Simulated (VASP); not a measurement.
A run of VASP 6.6.1 is set up as follows.

Contents of INCAR:

```
PREC = Accurate ; ENCUT = 520
EDIFF = 1E-6 ; ISMEAR = 0
SIGMA = 0.1 ; LREAL = F
LASPH = T ; NELM = 60
ALGO = Normal ; ISIF = 2
LWAVE = F ; LCHARG = F
GGA = PE ; NBANDS = 32
```

The input KPOINTS:

```
regular mesh
0
Gamma
  6 6 10
```

The input POSCAR:

```
ZrTi2B3
1.0
    4.9410108443      0.0000000000      0.0000000000
   -2.4705054222      4.2790409116      0.0000000000
    0.0000000000      0.0000000000      3.5453309652
Zr Ti B
1 2 3
Direct
    0.0000000000      0.0000000000      0.5000000000
    0.6666666667      0.3333333333      0.0000000000
    0.3333333333      0.6666666667      0.0000000000
    0.5000000000      0.5000000000      0.5000000000
    0.5000000000      0.0000000000      0.5000000000
    0.0000000000      0.5000000000      0.5000000000
```

Potentials or basis: VASP PAW PBE potentials, release 64 (Zr_sv, Ti_sv, B).

Launch:

```console
$ cat potpaw_PBE.64/Zr_sv/POTCAR potpaw_PBE.64/Ti_sv/POTCAR potpaw_PBE.64/B/POTCAR > POTCAR
$ mpirun -np 1 vasp_std > vasp.out
```

Question: Estimate the pressure.

Answer: 0.0 GPa.
